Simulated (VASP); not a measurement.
# BiTe (I4/mmm) in VASP: a series of runs

BiTe is run at these levels: PBE; tasks: single point.

Program: VASP 6.6.1. These are calculated values, not measurements. Logs are shortened: lines on timing, memory, paths and dates and some standing lists are left out, and cuts for length are marked.

### 1 The cell of the first run

Symmetry: I4/mmm, No. 139, tetragonal system. The conventional cell has a = 4.598 Å, b = 4.598 Å, c = 6.697 Å, α = 90.00°, β = 90.00°, γ = 90.00°. Bi (site symmetry 4/mmm) has 6 Te at 3.25 to 3.35 Å within 4.3 Å. Te (site symmetry 4/mmm) has 6 Bi at 3.25 to 3.35 Å within 4.3 Å.

### 2 Single point, PBE (strain along c alone, the other axes held: +3.0 %)

INCAR reads:

```
SYSTEM = BiTe
ALGO     = Normal         ! electronic algorithm
EDIFF    = 1E-6           ! SCF threshold, eV
ENCUT    = 520            ! plane-wave cutoff, eV
GGA      = PE             ! functional
ISIF     = 2              ! what is computed and relaxed
ISMEAR   = 0              ! smearing method
LASPH    = .TRUE.         ! aspherical terms in the spheres
LCHARG   = .TRUE.         ! write CHGCAR
LELF     = .TRUE.         ! ELF
LREAL    = .FALSE.        ! projectors in reciprocal space
LVHAR    = .TRUE.       
LWAVE    = .FALSE.        ! write WAVECAR
NBANDS   = 29             ! bands
NELM     = 80             ! most SCF steps
PREC     = Accurate       ! precision mode
SIGMA    = 0.1            ! smearing width, eV
```

KPOINTS reads:

```
k-points
0
G
  12 12 8
  0 0 0
```

POSCAR reads:

```
BiTe
1.0
    3.2511941624      3.2511941624      0.0000000000
   -3.2511941624      3.2511941624      0.0000000000
    0.0000000000      0.0000000000      6.6974599745
Bi Te
2 2
Direct
    0.0000000000      0.0000000000      0.0000000000
    0.5000000000      0.5000000000      0.5000000000
    0.5000000000      0.5000000000      0.0000000000
    0.0000000000      0.0000000000      0.5000000000
```

Potentials or basis: VASP PAW PBE potentials, release 64 (Bi_d, Te).

The run is started by

```console
$ cat potpaw_PBE.64/Bi_d/POTCAR potpaw_PBE.64/Te/POTCAR > POTCAR
$ mpirun -np 1 vasp_std > vasp.out
```

OUTCAR:

```text
SYSTEM = BiTe
   EDIFF = 1E-6
   ENCUT = 520
   GGA = PE
   ISIF = 2
   ISMEAR = 0
   LASPH = .TRUE.
   LREAL = .FALSE.
   NELM = 80
   PREC = Accurate

 ion  position               nearest neighbor table
   1  0.000  0.000  0.000-   3 3.25   3 3.25   3 3.25   3 3.25   4 3.35   4 3.35
   2  0.500  0.500  0.500-   4 3.25   4 3.25   4 3.25   4 3.25   3 3.35   3 3.35
   3  0.500  0.500  0.000-   1 3.25   1 3.25   1 3.25   1 3.25   2 3.35   2 3.35
   4  0.000  0.000  0.500-   2 3.25   2 3.25   2 3.25   2 3.25   1 3.35   1 3.35

  LATTYP: Found a simple tetragonal cell.
 ALAT       =     4.5978828784
 C/A-ratio  =     1.4566399692

  Lattice vectors:

 A1 = (   3.2511941624,   3.2511941624,   0.0000000000)
 A2 = (  -3.2511941624,   3.2511941624,   0.0000000000)
 A3 = (   0.0000000000,   0.0000000000,   6.6974599745)

Analysis of symmetry for initial positions (statically):
=====================================================================
 Subroutine PRICEL returns following result:

  LATTYP: Found a body centered tetragonal cell.
 ALAT       =     4.5978828784
 C/A-ratio  =     1.4566399692

  Lattice vectors:

 A1 = (   3.2511941624,   0.0000000000,  -3.3487299873)
 A2 = (  -3.2511941624,   0.0000000000,  -3.3487299873)
 A3 = (   0.0000000000,   3.2511941624,   3.3487299873)

   2 primitive cells build up your supercell.

 Routine SETGRP: Setting up the symmetry group for a
 simple tetragonal supercell.

 Subroutine GETGRP returns: Found 16 space group operations
 (whereof 16 operations were pure point group operations)
 out of a pool of 16 trial point group operations.

The static configuration has the point symmetry D_4h.

Analysis of symmetry for dynamics (positions and initial velocities):
=====================================================================
 Subroutine PRICEL returns following result:

  LATTYP: Found a body centered tetragonal cell.
 ALAT       =     4.5978828784
 C/A-ratio  =     1.4566399692

  Lattice vectors:

 A1 = (   3.2511941624,   0.0000000000,  -3.3487299873)
 A2 = (  -3.2511941624,   0.0000000000,  -3.3487299873)
 A3 = (   0.0000000000,   3.2511941624,   3.3487299873)

   2 primitive cells build up your supercell.

 Routine SETGRP: Setting up the symmetry group for a
 simple tetragonal supercell.

 Subroutine GETGRP returns: Found 16 space group operations
 (whereof 16 operations were pure point group operations)
 out of a pool of 16 trial point group operations.

The dynamic configuration has the point symmetry D_4h.

 Subroutine INISYM returns: Found 16 space group operations
 (whereof 16 operations are pure point group operations),
 and found     2 'primitive' translations

----------------------------------------------------------------------------------------

                                     Primitive cell

  volume of cell :      70.7939

  direct lattice vectors                    reciprocal lattice vectors
     3.251194162  0.000000000 -3.348729987     0.153789646  0.153789646 -0.149310336
    -3.251194162  0.000000000 -3.348729987    -0.153789646  0.153789646 -0.149310336
     0.000000000  3.251194162  3.348729987     0.000000000  0.307579292  0.000000000

  length of vectors
     4.667360711  4.667360711  4.667360711     0.263810703  0.263810703  0.307579292

  position of ions in fractional coordinates (direct lattice)
     0.000000000  0.000000000  0.000000000
     0.500000000  0.500000000  0.000000000

  ion indices of the primitive-cell ions
   primitive index   ion index
                 1           1
                 2           4

----------------------------------------------------------------------------------------

 KPOINTS: k-points

Automatic generation of k-mesh.
 Grid dimensions read from file:
 generate k-points for:   12   12    8

 Generating k-lattice:

  Cartesian coordinates                     Fractional coordinates (reciprocal lattice)
     0.012815804  0.012815804  0.000000000     0.083333333  0.000000000  0.000000000
    -0.012815804  0.012815804  0.000000000     0.000000000  0.083333333  0.000000000
     0.000000000  0.000000000  0.018663792     0.000000000  0.000000000  0.125000000

  Length of vectors
     0.018124284  0.018124284  0.018663792

  Shift w.r.t. Gamma in fractional coordinates (k-lattice)
     0.000000000  0.000000000  0.000000000

 Subroutine IBZKPT returns following result:
 ===========================================

 Found    140 irreducible k-points:

 Following reciprocal coordinates:
            Coordinates               Weight
  0.000000  0.000000  0.000000      1.000000
  0.083333  0.000000  0.000000      4.000000
  0.166667  0.000000  0.000000      4.000000
  0.250000  0.000000  0.000000      4.000000
  0.333333  0.000000  0.000000      4.000000
  0.416667  0.000000  0.000000      4.000000
[... 16 lines left out ...]
  0.333333  0.333333  0.000000      4.000000
  0.416667  0.333333  0.000000      8.000000
 [... further k-points ...]
   k-points           NKPTS =    140   k-points in BZ     NKDIM =    140   number of bands    NBANDS=     29
   number of dos      NEDOS =    301   number of ions     NIONS =      4
   total plane-waves  NPLWV =  64800
   dimension x,y,z NGX =    36 NGY =   36 NGZ =   50
   dimension x,y,z NGXF=    72 NGYF=   72 NGZF=  100
   ions per type =               2   2
   NGX,Y,Z   is equivalent  to a cutoff of  13.02, 13.02, 12.41 a.u.
   NGXF,Y,Z  is equivalent  to a cutoff of  26.03, 26.03, 24.82 a.u.
 SYSTEM =  BiTe
   PREC   = accura    normal or accurate (medium, high low for compatibility)
   ISTART =      0    job   : 0-new  1-cont  2-samecut
   ICHARG =      2    charge: 1-file 2-atom 10-const
   ISPIN  =      1    spin polarized calculation?
   LNONCOLLINEAR =      F non collinear calculations
   LSORBIT =      F    spin-orbit coupling
   LASPH  =      T    aspherical Exc in radial PAW
   ENCUT  =  520.0 eV  38.22 Ry    6.18 a.u.   8.55  8.55 12.45*2*pi/ulx,y,z
   NELM   =     80;   NELMIN=  2; NELMDL= -5     # of ELM steps
   EDIFF  = 0.1E-05   stopping-criterion for ELM
   LREAL  =      F    real-space projection
   EDIFFG = 0.1E-04   stopping-criterion for IOM
   NSW    =      0    number of steps for IOM
   IBRION =     -1    ionic relax: 0-MD 1-quasi-New 2-CG
   NFREE  =      0    steps in history (QN), initial steepest desc. (CG)
   ISIF   =      2    stress and relaxation
   ISYM   =      2    0-nonsym 1-usesym 2-fastsym
   POTIM  = 0.5000    time-step for ionic-motion
   TEBEG  =    0.0;   TEEND  =   0.0 temperature during run
   PSTRESS=    0.0 pullay stress
   NELECT =      42.0000    total number of electrons
   NUPDOWN=      -1.0000    fix difference up-down
   EMIN   =  10.00;   EMAX   =-10.00  energy-range for DOS
   EFERMI =   0.00;   METHOD = LEGACY
   ISMEAR =     0;   SIGMA  =   0.10  broadening in eV -4-tet -1-fermi 0-gaus
   EFERMI_NEDOS =   21; number of points for ismear=-14 and -15
   IALGO  =     38    algorithm
   IMIX   =      4    mixing-type and parameters
     AMIX     =   0.40;   BMIX     =  1.00
     AMIX_MAG =   1.60;   BMIX_MAG =  1.00
  volume/ion in A,a.u.               =      35.40       238.87
  Fermi-wavevector in a.u.,A,eV,Ry     =   1.091816  2.063232 16.218978  1.192061
  Thomas-Fermi vector in A             =   2.228068
   LORBIT       =      0    0 simple, 1 ext, 2 COOP (PROOUT), +10 PAW based schemes
   GGA     = PE    functional components
   LHFCALC =     F    Hartree Fock is set to
   AEXX    =    0.0000 exact exchange contribution
   IVDW    =     0    specifies the selected vdW correction
   LEPSILON=     F    determine dielectric tensor
   LRPA    =     F    only Hartree local field effects (RPA)
 non-spin polarized calculation
 Gauss-broadening in eV      SIGMA  =   0.10
  energy-cutoff  :      520.00
  volume of cell :      141.59
 maximum number of plane-waves:      3842
 NGX is ok and might be reduce to    36
   NGX = 17   NGY = 17   NGZ = 25

 number of electron      42.0000013 magnetization

 Free energy of the ion-electron system (eV)
  ---------------------------------------------------
  ext. energy  EPLUGINS =         0.00000000
  ---------------------------------------------------
  free energy    TOTEN  =       -14.32412987 eV

  energy without entropy =      -14.30963694  energy(sigma->0) =      -14.31688340

 E-fermi :   6.1282     XC(G=0):  -9.2358

 val. band max:        6.1266392022   @ k =   0.3333   0.0000   0.0000
 cond. band min:       6.1288542897   @ k =   0.4167   0.1667   0.0000
 fundamental gap:      0.0022150876
 Fermi energy:         6.1281943425

 k-point     1 :       0.0000    0.0000    0.0000
  band No.  band energies     occupation
      1     -17.0238      2.00000
      2     -17.0235      2.00000
      3     -17.0222      2.00000
      4     -17.0210      2.00000
      5     -17.0190      2.00000
      6     -17.0151      2.00000
[... 21 lines left out ...]
     28      10.7188      0.00000
     29      10.9360      0.00000

 k-point     2 :       0.0833    0.0000    0.0000
  band No.  band energies     occupation
      1     -17.0235      2.00000
      2     -17.0229      2.00000
      3     -17.0225      2.00000
      4     -17.0207      2.00000
      5     -17.0194      2.00000
      6     -17.0151      2.00000
[... 21 lines left out ...]
     28      10.8200      0.00000
     29      10.8849      0.00000

 k-point     3 :       0.1667    0.0000    0.0000
  band No.  band energies     occupation
      1     -17.0232      2.00000
      2     -17.0230      2.00000
      3     -17.0212      2.00000
      4     -17.0204      2.00000
      5     -17.0199      2.00000
      6     -17.0151      2.00000
[... 21 lines left out ...]
     28      10.6616      0.00000
     29      11.1018      0.00000

 k-point     4 :       0.2500    0.0000    0.0000
  band No.  band energies     occupation
      1     -17.0241      2.00000
      2     -17.0223      2.00000
      3     -17.0218      2.00000
      4     -17.0193      2.00000
      5     -17.0187      2.00000
      6     -17.0149      2.00000
[... 21 lines left out ...]
     28      10.6399      0.00000
     29      11.3091      0.00000

 k-point     5 :       0.3333    0.0000    0.0000
  band No.  band energies     occupation
      1     -17.0249      2.00000
      2     -17.0233      2.00000
      3     -17.0215      2.00000
      4     -17.0190      2.00000
      5     -17.0160      2.00000
      6     -17.0146      2.00000
[... 21 lines left out ...]
     28      11.1219      0.00000
     29      11.5996      0.00000
[... 510 lines left out ...]
     28      10.0596      0.00000
     29      13.0962      0.00000

 k-point    22 :       0.5000    0.2500    0.0000
  band No.  band energies     occupation
      1     -17.0294      2.00000
      2     -17.0294      2.00000
      3     -17.0162      2.00000
      4     -17.0162      2.00000
      5     -17.0152      2.00000
      6     -17.0152      2.00000
[... 21 lines left out ...]
     28       9.6058      0.00000
     29      13.6880      0.00000

 k-point    23 :       0.3333    0.3333    0.0000
  band No.  band energies     occupation
      1     -17.0298      2.00000
      2     -17.0294      2.00000
      3     -17.0173      2.00000
      4     -17.0154      2.00000
      5     -17.0142      2.00000
      6     -17.0137      2.00000
[... 21 lines left out ...]
     28      10.4252      0.00000
     29      12.8745      0.00000

 k-point    24 :       0.4167    0.3333    0.0000
  band No.  band energies     occupation
      1     -17.0308      2.00000
      2     -17.0306      2.00000
      3     -17.0175      2.00000
      4     -17.0165      2.00000
      5     -17.0134      2.00000
      6     -17.0130      2.00000
[... 21 lines left out ...]
     28      10.4008      0.00000
     29      13.6656      0.00000

 [... further k-points ...]

------------------------ aborting loop because EDIFF is reached ----------------------------------------

  FORCE on cell =-STRESS in cart. coord.  units (eV):
  Direction    XX          YY          ZZ          XY          YZ          ZX
  --------------------------------------------------------------------------------------
  -------------------------------------------------------------------------------------
  Total       -0.3544942     -0.3544942     -2.5532747      0.0000000     -0.0000000     -0.0000000
  in kB       -4.0113803     -4.0113803    -28.8923046      0.0000000     -0.0000000     -0.0000000
  external PRESSURE =     -12.3050217 kB  Pullay stress =       0.0000000 kB

 VOLUME and BASIS-vectors are now :
 -----------------------------------------------------------------------------
  energy-cutoff  :      520.00
  volume of cell :      141.59
      direct lattice vectors                 reciprocal lattice vectors
     3.251194162  3.251194162  0.000000000     0.153789646  0.153789646  0.000000000
    -3.251194162  3.251194162  0.000000000    -0.153789646  0.153789646  0.000000000
     0.000000000  0.000000000  6.697459975     0.000000000  0.000000000  0.149310336

 POSITION                                       TOTAL-FORCE (eV/Angst)
 -----------------------------------------------------------------------------------
      0.00000      0.00000      0.00000         0.000000      0.000000      0.000000
      0.00000      3.25119      3.34873        -0.000000     -0.000000     -0.000000
      0.00000      3.25119      0.00000        -0.000000     -0.000000      0.000000
      0.00000      0.00000      3.34873        -0.000000     -0.000000      0.000000
 -----------------------------------------------------------------------------------
    total drift:                               -0.000000      0.000000      0.000000

  FREE ENERGIE OF THE ION-ELECTRON SYSTEM (eV)
  ---------------------------------------------------
  free  energy   TOTEN  =       -14.3241298697 eV

  energy  without entropy=      -14.3096369350  energy(sigma->0) =      -14.31688340
```

Run time: 9 min. Hardware: 1 thread of Oxide Virtual Turin-like, shared host; peak memory 0.56 GiB.

Results:

```
Free energy            : -14.3241 eV
Pressure               : -1.2 GPa
Band gap on the k mesh : zero (band 21 reaches 8.77 eV, above the bottom of band 22 at 5.30 eV)
```

Stress tensor (GPa, compression positive):
```
-0.40  0.00  0.00
 0.00 -0.40  0.00
 0.00  0.00 -2.89
```

Caveat: the cell differs from its parent crystal (strain along c alone, the other axes held: +3.0 %); spin-orbit coupling is left out, which moves the levels of the heavy elements.

### 3 Single point, PBE (strain along c alone, the other axes held: +4.5 %)

INCAR reads:

```
SYSTEM = BiTe
ALGO = Normal
EDIFF = 1E-7
ENCUT = 520
GGA = PE
ISIF = 2
ISMEAR = 0
LASPH = .True.
LCHARG = .True.
LELF = .True.
LREAL = .False.
LVHAR = .True.
LWAVE = .False.
NBANDS = 29
NELM = 60
PREC = Accurate
SIGMA = 0.1
```

KPOINTS reads:

```
k-points
0
Gamma
  12 12 8
  0 0 0
```

Changes to POSCAR since step 2:

```diff
@@ -4,3 +4,3 @@
    -3.2511941624      3.2511941624      0.0000000000
-    0.0000000000      0.0000000000      6.6974599745
+    0.0000000000      0.0000000000      6.7949957993
 Bi Te
```

Potentials or basis: VASP PAW PBE potentials, release 64 (Bi_d, Te).

The run is started by

```console
$ cat potpaw_PBE.64/Bi_d/POTCAR potpaw_PBE.64/Te/POTCAR > POTCAR
$ mpirun -np 1 vasp_std > vasp.out
```

Wall time 21 min (1 thread of Oxide Virtual Turin-like, shared host); peak memory 0.57 GiB.

Results (log left out):

* Free energy: -14.2809 eV
* Pressure: -1.7 GPa
* Band gap on the k mesh: zero (band 21 reaches 8.54 eV, above the bottom of band 22 at 5.12 eV)

Stress tensor (GPa, compression positive):
```
-0.67  0.00  0.00
 0.00 -0.67  0.00
 0.00  0.00 -3.83
```

Levels at points of the mesh, in eV from the Fermi level:
```tsv
k point	band 19	band 20	band 21	band 22	band 23	band 24
(0.00, 0.00, 0.00)	-2.58	-2.05	1.42	2.34	2.34	2.50
(0.50, 0.00, 0.00)	-1.84	-1.84	-0.15	-0.15	-0.12	-0.12
(0.50, 0.50, 0.00)	-3.51	-3.51	2.43	2.43	2.79	2.79
(0.00, 0.00, 0.50)	-2.80	-2.80	0.73	0.73	2.78	2.78
(0.50, 0.00, 0.50)	-1.56	-1.56	-0.84	-0.84	-0.54	-0.54
(0.50, 0.50, 0.50)	-1.62	-1.62	-0.33	-0.33	3.96	3.96
```

Caveat: the cell differs from its parent crystal (strain along c alone, the other axes held: +4.5 %); spin-orbit coupling is left out, which moves the levels of the heavy elements.

### 4 Single point, PBE (strain along c alone, the other axes held: -1.5 %)

INCAR reads:

```
PREC = Accurate
ENCUT = 520
EDIFF = 1E-6
ISMEAR = 0
SIGMA = 0.1
LREAL = False
LASPH = True
NELM = 100
ALGO = Normal
ISIF = 2
LWAVE = False
LCHARG = False
GGA = PE
NBANDS = 29
```

KPOINTS reads:

```
regular mesh
0
Gamma
  12 12 8
```

Changes to POSCAR since step 3:

```diff
@@ -4,3 +4,3 @@
    -3.2511941624      3.2511941624      0.0000000000
-    0.0000000000      0.0000000000      6.7949957993
+    0.0000000000      0.0000000000      6.4048524998
 Bi Te
```

The run is started by

```console
$ cat potpaw_PBE.64/Bi_d/POTCAR potpaw_PBE.64/Te/POTCAR > POTCAR
$ mpirun -np 1 vasp_std > vasp.out
```

Wall time 11 min (1 thread of Oxide Virtual Turin-like, shared host); peak memory 0.54 GiB.

The run converged. Its results:

* Free energy: -14.3531 eV
* Pressure: 0.7 GPa
* Band gap on the k mesh: zero (band 21 reaches 9.16 eV, above the bottom of band 22 at 5.83 eV)

Stress tensor (GPa, compression positive):
```
0.19 0.00 0.00
0.00 0.19 0.00
0.00 0.00 1.73
```

Levels at points of the mesh, in eV from the Fermi level:
```csv
k point,band 17,band 18,band 19,band 20,band 21,band 22,band 23,band 24,band 25,band 26
"(0.00, 0.00, 0.00)",-4.02,-2.67,-2.47,-2.47,2.05,2.05,2.23,2.40,3.57,3.57
"(0.50, 0.00, 0.00)",-2.22,-2.22,-2.13,-2.13,-0.05,-0.05,0.02,0.02,3.40,3.40
"(0.50, 0.50, 0.00)",-4.09,-4.09,-3.90,-3.90,2.27,2.27,3.44,3.44,3.81,3.81
"(0.00, 0.00, 0.50)",-3.35,-3.35,-2.65,-2.65,0.83,0.83,2.64,2.64,2.64,2.64
"(0.50, 0.00, 0.50)",-1.90,-1.90,-1.58,-1.58,-0.81,-0.81,-0.63,-0.63,-0.58,-0.58
"(0.50, 0.50, 0.50)",-4.91,-4.91,-1.52,-1.52,-0.20,-0.20,3.86,3.86,3.86,3.86
```

Caveat: the cell differs from its parent crystal (strain along c alone, the other axes held: -1.5 %); spin-orbit coupling is left out, which moves the levels of the heavy elements.

### 5 Overview

```csv
cell,gap on the mesh (eV),pressure (GPa)
"a = 4.598, b = 4.598, c = 6.697 Å, 4 atoms",none,-1.2
"a = 4.598, b = 4.598, c = 6.795 Å, 4 atoms",none,-1.7
"a = 4.598, b = 4.598, c = 6.405 Å, 4 atoms",none,0.7
```

Alike in all rows: task single point; level PBE; potentials or basis VASP PAW PBE potentials, release 64 (Bi_d, Te); no spin polarisation; k mesh 12 × 12 × 8; cutoff (eV) 520; smearing gaussian 0.1 eV.

Caveats: spin-orbit coupling is left out, which moves the levels of the heavy elements.

Absolute energies hang on the potentials; compare differences alone.
